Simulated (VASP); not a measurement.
# SrC4 (C2) in VASP: single point with PBE

Aim: the single point of SrC4 with PBE.

All numbers are computed with VASP 6.6.1; they aren't measurements. Logs are shortened: lines on timing, memory, paths and dates and some standing lists are left out, and cuts for length are marked.

### 1 The cell of the first run

Symmetry: C2, No. 5, monoclinic system. Conventional cell: a = 9.724 Å, b = 4.994 Å, c = 5.134 Å, α = 90.00°, β = 119.19°, γ = 90.00°. Sr (site symmetry 2) has 4 C at 1.80 Å within 2.4 Å. Within 2.4 Å of C (site symmetry 1) lie 1 Sr at 1.80 Å. Within 2.4 Å of C (site symmetry 1) lie 1 Sr at 1.80 Å.

The cell was built from a structure type or drawn by symmetry, and may not be a known phase.

### 2 Single point, PBE

Contents of INCAR:

```
SYSTEM = SrC4
PREC = Accurate ; ENCUT = 520
EDIFF = 1E-6 ; ISMEAR = 0
SIGMA = 0.1 ; LREAL = .FALSE.
LASPH = .TRUE. ; NELM = 100
ALGO = Normal ; ISIF = 2
LWAVE = .FALSE. ; LCHARG = .FALSE.
GGA = PE ; NBANDS = 21
```

Contents of KPOINTS:

```
Automatic mesh
0
G
  4 4 4
  0 0 0
```

Contents of POSCAR:

```
SrC4
1.0
    4.8620591500     -2.4971961800      0.0000000000
    4.8620591500      2.4971961800      0.0000000000
   -2.5040552600      0.0000000000      4.4820329100
Sr C
1 4
Direct
    0.9995999900      0.0004000100      0.5000000000
    0.3371550100      0.9202280100      0.4296149900
    0.9055900000      0.3217550000      0.8197820200
    0.0797719900      0.6628449900      0.5703850100
    0.6782450000      0.0944100000      0.1802179800
```

Potentials or basis: VASP PAW PBE potentials, release 64 (Sr_sv, C).

Launch:

```
cat potpaw_PBE.64/Sr_sv/POTCAR potpaw_PBE.64/C/POTCAR > POTCAR
mpirun -np 1 vasp_std > vasp.out
```

OUTCAR:

```text
SYSTEM = SrC4
   PREC = Accurate
   ENCUT = 520
   EDIFF = 1E-6
   ISMEAR = 0
   LREAL = .FALSE.
   LASPH = .TRUE.
   NELM = 100
   ISIF = 2
   GGA = PE

 ion  position               nearest neighbor table
   1  1.000  0.000  0.500-   3 1.80   5 1.80   2 1.80   4 1.80
   2  0.337  0.920  0.430-   1 1.80
   3  0.906  0.322  0.820-   1 1.80
   4  0.080  0.663  0.570-   1 1.80
   5  0.678  0.094  0.180-   1 1.80

 -----------------------------------------------------------------------------
|                                                                             |
|           W    W    AA    RRRRR   N    N  II  N    N   GGGG   !!!           |
|           W    W   A  A   R    R  NN   N  II  NN   N  G    G  !!!           |
|           W    W  A    A  R    R  N N  N  II  N N  N  G       !!!           |
|           W WW W  AAAAAA  RRRRR   N  N N  II  N  N N  G  GGG   !            |
|           WW  WW  A    A  R   R   N   NN  II  N   NN  G    G                |
|           W    W  A    A  R    R  N    N  II  N    N   GGGG   !!!           |
|                                                                             |
|     The distance between some ions is very small. Please check the          |
|     nearest-neighbor list in the OUTCAR file.                               |
|     I HOPE YOU KNOW WHAT YOU ARE DOING!                                     |
|                                                                             |
 -----------------------------------------------------------------------------

  LATTYP: Found a base centered monoclinic cell.
 ALAT       =     9.7241183000
 B/A-ratio  =     0.5136087618
 C/A-ratio  =     0.5279751769
 COS(beta)  =    -0.4877307873

  Lattice vectors:

 A1 = (   4.8620591500,  -2.4971961800,   0.0000000000)
 A2 = (   4.8620591500,   2.4971961800,   0.0000000000)
 A3 = (  -2.5040552600,   0.0000000000,   4.4820329100)

Analysis of symmetry for initial positions (statically):
=====================================================================
 Subroutine PRICEL returns:
 Original cell was already a primitive cell.

 Routine SETGRP: Setting up the symmetry group for a
 base centered monoclinic supercell.

 Subroutine GETGRP returns: Found  2 space group operations
 (whereof  2 operations were pure point group operations)
 out of a pool of  4 trial point group operations.

The static configuration has the point symmetry C_2 .

Analysis of symmetry for dynamics (positions and initial velocities):
=====================================================================
 Subroutine PRICEL returns:
 Original cell was already a primitive cell.

 Routine SETGRP: Setting up the symmetry group for a
 base centered monoclinic supercell.

 Subroutine GETGRP returns: Found  2 space group operations
 (whereof  2 operations were pure point group operations)
 out of a pool of  4 trial point group operations.

The dynamic configuration has the point symmetry C_2 .

 Subroutine INISYM returns: Found  2 space group operations
 (whereof  2 operations are pure point group operations),
 and found     1 'primitive' translations

----------------------------------------------------------------------------------------

                                     Primitive cell

  volume of cell :     108.8373

  direct lattice vectors                    reciprocal lattice vectors
     4.862059150 -2.497196180  0.000000000     0.102837087 -0.200224557  0.057453784
     4.862059150  2.497196180  0.000000000     0.102837087  0.200224557  0.057453784
    -2.504055260  0.000000000  4.482032910     0.000000000  0.000000000  0.223113043

  length of vectors
     5.465858390  5.465858390  5.134093080     0.232306429  0.232306429  0.223113043

  position of ions in fractional coordinates (direct lattice)
     0.999599990  0.000400010  0.500000000
     0.337155010  0.920228010  0.429614990
     0.905590000  0.321755000  0.819782020
     0.079771990  0.662844990  0.570385010
     0.678245000  0.094410000  0.180217980

  ion indices of the primitive-cell ions
   primitive index   ion index
                 1           1
                 2           2
                 3           3
                 4           4
                 5           5

----------------------------------------------------------------------------------------

 KPOINTS: Automatic mesh

Automatic generation of k-mesh.
 Grid dimensions read from file:
 generate k-points for:    4    4    4

 Generating k-lattice:

  Cartesian coordinates                     Fractional coordinates (reciprocal lattice)
     0.025709272 -0.050056139  0.014363446     0.250000000  0.000000000  0.000000000
     0.025709272  0.050056139  0.014363446     0.000000000  0.250000000  0.000000000
     0.000000000  0.000000000  0.055778261     0.000000000  0.000000000  0.250000000

  Length of vectors
     0.058076607  0.058076607  0.055778261

  Shift w.r.t. Gamma in fractional coordinates (k-lattice)
     0.000000000  0.000000000  0.000000000

 Subroutine IBZKPT returns following result:
 ===========================================

 Found     24 irreducible k-points:

 Following reciprocal coordinates:
            Coordinates               Weight
  0.000000  0.000000  0.000000      1.000000
  0.250000  0.000000  0.000000      4.000000
  0.500000  0.000000  0.000000      2.000000
  0.250000  0.250000  0.000000      2.000000
  0.500000  0.250000 -0.000000      4.000000
 -0.250000  0.250000  0.000000      2.000000
[... 16 lines left out ...]
 -0.250000  0.250000  0.500000      2.000000
  0.500000  0.500000  0.500000      1.000000
   k-points           NKPTS =     24   k-points in BZ     NKDIM =     24   number of bands    NBANDS=     21
   number of dos      NEDOS =    301   number of ions     NIONS =      5
   total plane-waves  NPLWV =  70560
   dimension x,y,z NGX =    42 NGY =   42 NGZ =   40
   dimension x,y,z NGXF=    84 NGYF=   84 NGZF=   80
   ions per type =               1   4
   NGX,Y,Z   is equivalent  to a cutoff of  12.77, 12.77, 12.95 a.u.
   NGXF,Y,Z  is equivalent  to a cutoff of  25.55, 25.55, 25.90 a.u.
 SYSTEM =  SrC4
   PREC   = accura    normal or accurate (medium, high low for compatibility)
   ISTART =      0    job   : 0-new  1-cont  2-samecut
   ICHARG =      2    charge: 1-file 2-atom 10-const
   ISPIN  =      1    spin polarized calculation?
   LNONCOLLINEAR =      F non collinear calculations
   LSORBIT =      F    spin-orbit coupling
   LASPH  =      T    aspherical Exc in radial PAW
   ENCUT  =  520.0 eV  38.22 Ry    6.18 a.u.  10.16 10.16  9.55*2*pi/ulx,y,z
   NELM   =    100;   NELMIN=  2; NELMDL= -5     # of ELM steps
   EDIFF  = 0.1E-05   stopping-criterion for ELM
   LREAL  =      F    real-space projection
   EDIFFG = 0.1E-04   stopping-criterion for IOM
   NSW    =      0    number of steps for IOM
   IBRION =     -1    ionic relax: 0-MD 1-quasi-New 2-CG
   NFREE  =      0    steps in history (QN), initial steepest desc. (CG)
   ISIF   =      2    stress and relaxation
   ISYM   =      2    0-nonsym 1-usesym 2-fastsym
   POTIM  = 0.5000    time-step for ionic-motion
   TEBEG  =    0.0;   TEEND  =   0.0 temperature during run
   PSTRESS=    0.0 pullay stress
   NELECT =      26.0000    total number of electrons
   NUPDOWN=      -1.0000    fix difference up-down
   EMIN   =  10.00;   EMAX   =-10.00  energy-range for DOS
   EFERMI =   0.00;   METHOD = LEGACY
   ISMEAR =     0;   SIGMA  =   0.10  broadening in eV -4-tet -1-fermi 0-gaus
   EFERMI_NEDOS =   21; number of points for ismear=-14 and -15
   IALGO  =     38    algorithm
   IMIX   =      4    mixing-type and parameters
     AMIX     =   0.40;   BMIX     =  1.00
     AMIX_MAG =   1.60;   BMIX_MAG =  1.00
  volume/ion in A,a.u.               =      21.77       146.89
  Fermi-wavevector in a.u.,A,eV,Ry     =   1.015796  1.919577 14.039065  1.031842
  Thomas-Fermi vector in A             =   2.149103
   LORBIT       =      0    0 simple, 1 ext, 2 COOP (PROOUT), +10 PAW based schemes
   GGA     = PE    functional components
   LHFCALC =     F    Hartree Fock is set to
   AEXX    =    0.0000 exact exchange contribution
   IVDW    =     0    specifies the selected vdW correction
   LEPSILON=     F    determine dielectric tensor
   LRPA    =     F    only Hartree local field effects (RPA)
 non-spin polarized calculation
 Gauss-broadening in eV      SIGMA  =   0.10
  energy-cutoff  :      520.00
  volume of cell :      108.84
 maximum number of plane-waves:      2955
 NGX is ok and might be reduce to    42
   NGX = 21   NGY = 21   NGZ = 19

 number of electron      26.0000000 magnetization

 Free energy of the ion-electron system (eV)
  ---------------------------------------------------
  ext. energy  EPLUGINS =         0.00000000
  ---------------------------------------------------
  free energy    TOTEN  =        -7.14200794 eV

  energy without entropy =       -7.14098321  energy(sigma->0) =       -7.14149558

 E-fermi :  -1.1087     XC(G=0):  -7.7916

 val. band max:       -1.1835711840   @ k =   0.0000   0.0000   0.0000
 cond. band min:      -1.0344268886   @ k =   0.0000   0.0000   0.0000
 fundamental gap:      0.1491442953
 Fermi energy:        -1.1087026345

 k-point     1 :       0.0000    0.0000    0.0000
  band No.  band energies     occupation
      1     -34.9582      2.00000
      2     -18.8010      2.00000
      3     -18.8000      2.00000
      4     -18.7634      2.00000
      5      -9.4043      2.00000
      6      -7.4332      2.00000
[... 13 lines left out ...]
     20       1.7390      0.00000
     21       6.7524      0.00000

 k-point     2 :       0.2500    0.0000    0.0000
  band No.  band energies     occupation
      1     -34.9576      2.00000
      2     -18.8209      2.00000
      3     -18.8013      2.00000
      4     -18.7703      2.00000
      5      -9.0834      2.00000
      6      -7.4683      2.00000
[... 13 lines left out ...]
     20       1.9264      0.00000
     21       7.1351      0.00000
[... 487 lines left out ...]
      5      -8.3263      2.00000
      6      -7.6055      2.00000
[... 13 lines left out ...]
     20       1.5212      0.00000
     21       8.4810      0.00000

 k-point    24 :       0.5000    0.5000    0.5000
  band No.  band energies     occupation
      1     -34.9572      2.00000
      2     -18.8305      2.00000
      3     -18.8023      2.00000
      4     -18.7863      2.00000
      5      -8.6329      2.00000
      6      -7.6252      2.00000
[... 13 lines left out ...]
     20       2.0229      0.00000
     21       7.8854      0.00000

------------------------ aborting loop because EDIFF is reached ----------------------------------------

  FORCE on cell =-STRESS in cart. coord.  units (eV):
  Direction    XX          YY          ZZ          XY          YZ          ZX
  --------------------------------------------------------------------------------------
  -------------------------------------------------------------------------------------
  Total        8.0746440      8.5882420      8.3982471      0.0000000      0.0000000     -0.2665202
  in kB      118.8655573    126.4261522    123.6292671      0.0000000      0.0000000     -3.9234018
  external PRESSURE =     122.9736589 kB  Pullay stress =       0.0000000 kB

 VOLUME and BASIS-vectors are now :
 -----------------------------------------------------------------------------
  energy-cutoff  :      520.00
  volume of cell :      108.84
      direct lattice vectors                 reciprocal lattice vectors
     4.862059150 -2.497196180  0.000000000     0.102837087 -0.200224557  0.057453784
     4.862059150  2.497196180  0.000000000     0.102837087  0.200224557  0.057453784
    -2.504055260  0.000000000  4.482032910     0.000000000  0.000000000  0.223113043

 POSITION                                       TOTAL-FORCE (eV/Angst)
 -----------------------------------------------------------------------------------
      3.61003     -2.49520      2.24102        -0.000000      0.139936      0.000000
      5.03769      1.45605      1.92555         2.872013     -2.037823     -0.562772
      3.91464     -1.45795      3.67429         0.640591      1.967855      2.784049
      2.18237      1.45605      2.55648        -2.872013     -2.037823      0.562772
      3.30542     -1.45795      0.80774        -0.640591      1.967855     -2.784049
 -----------------------------------------------------------------------------------
    total drift:                                0.000000     -0.000095     -0.000000

  FREE ENERGIE OF THE ION-ELECTRON SYSTEM (eV)
  ---------------------------------------------------
  free  energy   TOTEN  =        -7.1420079416 eV

  energy  without entropy=       -7.1409832145  energy(sigma->0) =       -7.14149558
```

It took 92 s on 1 thread of Intel Xeon 8259CL, shared host; peak memory 0.27 GiB.

What came out:

* Free energy: -7.1420 eV
* Pressure: 12.3 GPa
* Largest force: 3.566 eV/Å
* Band gap on the k mesh: 0.15 eV

Forces in eV/Å, atoms in the order of the input:
```
Sr   0.000  0.140  0.000
C    2.872 -2.038 -0.563
C    0.641  1.968  2.784
C   -2.872 -2.038  0.563
C   -0.641  1.968 -2.784
```

Levels at points of the mesh, in eV from the valence-band top:
| k point | band 9 | band 10 | band 11 | band 12 | band 13 | band 14 | band 15 | band 16 | band 17 | band 18 |
| --- | --- | --- | --- | --- | --- | --- | --- | --- | --- | --- |
| (0.00, 0.00, 0.00) | -1.68 | -1.60 | -0.28 | -0.13 | 0.00 | 0.15 | 0.86 | 0.92 | 1.96 | 2.24 |
| (0.50, 0.00, 0.00) | -1.88 | -1.62 | -1.02 | -0.62 | -0.54 | 0.52 | 1.21 | 1.37 | 2.11 | 2.36 |
| (0.50, 0.50, 0.00) | -2.28 | -1.76 | -1.72 | -0.85 | -0.79 | 1.11 | 1.20 | 1.35 | 1.81 | 3.24 |
| (0.00, 0.00, 0.50) | -1.80 | -1.65 | -1.01 | -0.56 | -0.39 | 0.49 | 1.21 | 1.22 | 2.15 | 2.36 |
| (0.50, 0.00, 0.50) | -1.71 | -1.28 | -1.16 | -0.92 | -0.70 | 0.94 | 1.42 | 1.50 | 1.79 | 2.11 |
| (0.50, 0.50, 0.50) | -1.87 | -1.76 | -1.19 | -0.67 | -0.55 | 0.58 | 1.30 | 1.35 | 2.02 | 2.48 |

Caveat: the cell stands under pressure; forces of over 1 eV/Å act on the atoms, so gaps and moduli don't describe the material at rest.
